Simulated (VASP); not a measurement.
Set up this calculation in VASP 6.6.1, as the native input.

```yaml
Task: single point
Functional: PBE
Potentials_or_basis: VASP PAW PBE potentials, release 64 (Hf_pv, C)
Cutoff: 520 eV
k_mesh: 5 × 5 × 5
Occupations: gaussian, width 0.1 eV
Spin: no spin polarisation
Dipole_correction: no
Further_INCAR_settings: ALGO = Normal; EDIFF = 1e-07; NBANDS = 14
```

The structure of HfC lies in POSCAR:

```
HfC
1.0
    0.0000000000      2.3250000000      2.3250000000
    2.3250000000      0.0000000000      2.3250000000
    2.3250000000      2.3250000000      0.0000000000
Hf C
1 1
Direct
    0.5000000000      0.5000000000      0.5000000000
    0.0000000000      0.0000000000      0.0000000000
```

One way to write it, as run:

INCAR

```
PREC     = Accurate       # precision mode
ENCUT    = 520            # plane-wave cutoff, eV
EDIFF    = 1E-7           # SCF threshold, eV
ISMEAR   = 0              # smearing method
SIGMA    = 0.1            # smearing width, eV
LREAL    = F              # projectors in reciprocal space
LASPH    = T              # aspherical terms in the spheres
NELM     = 80             # most SCF steps
ALGO     = Normal         # electronic algorithm
ISIF     = 2              # what is computed and relaxed
LWAVE    = F              # write WAVECAR
LCHARG   = F              # write CHGCAR
GGA      = PE             # functional
NBANDS   = 14             # bands
```

KPOINTS

```
Automatic mesh
0
Gamma
  5 5 5
```

Potentials or basis: VASP PAW PBE potentials, release 64 (Hf_pv, C).

Run with:

```console
$ cat potpaw_PBE.64/Hf_pv/POTCAR potpaw_PBE.64/C/POTCAR > POTCAR
$ mpirun -np 1 vasp_std > vasp.out
```

It gave:

```
Pressure               : 0.2 GPa
Band gap on the k mesh : zero (band 7 reaches 6.99 eV, above the bottom of band 8 at 5.76 eV)
```

Caveat: the k points lie up to 0.47 Å⁻¹ apart; spin-orbit coupling is left out, which moves the levels of the heavy elements.

Wall time 4.1 s on 1 thread of Intel Xeon 6455B (shared host), peak memory 0.13 GiB.
